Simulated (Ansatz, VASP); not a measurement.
**HC4: VASP beside Ansatz**

```
CELL_PARAMETERS angstrom
4.93140 0.00000 0.00000
-2.46570 4.27072 0.00000
0.00000 0.00000 18.00000
ATOMIC_POSITIONS crystal
C 0.16667 0.33333 0.22222
C 0.16667 0.83333 0.22222
C 0.66667 0.33333 0.22222
C 0.66667 0.83333 0.22222
C 0.33333 0.16667 0.22222
C 0.33333 0.66667 0.22222
C 0.83333 0.16667 0.22222
C 0.83333 0.66667 0.22222
H 0.13026 0.13026 0.31833
H 0.36974 0.36974 0.31833
```

Alike in both runs: task single point; functional PBE; dispersion D3(BJ); k mesh 6 × 6 × 1; occupations gaussian, width 0.1 eV; no spin polarisation.

```csv
,VASP,Ansatz
version,VASP 6.6.1,Ansatz 0.2.0
potentials or method,"VASP PAW PBE potentials, release 64 (C, H), cutoff 520 eV","scalar-relativistic, plane waves, PAW"
valence electrons in the cell,34,34
```

```csv
,VASP,Ansatz,Ansatz less VASP
gap on the k mesh at the Fermi level (eV),0.29,0.29,0.000
least direct gap on the mesh (eV),0.29,0.29,0.000
rms of the force components (eV/Å),1.367,1.368,+0.0001
```

Atom by atom the forces differ by 0.001 eV/Å (rms over components). Ansatz's warnings: structure snapped to symmetry.
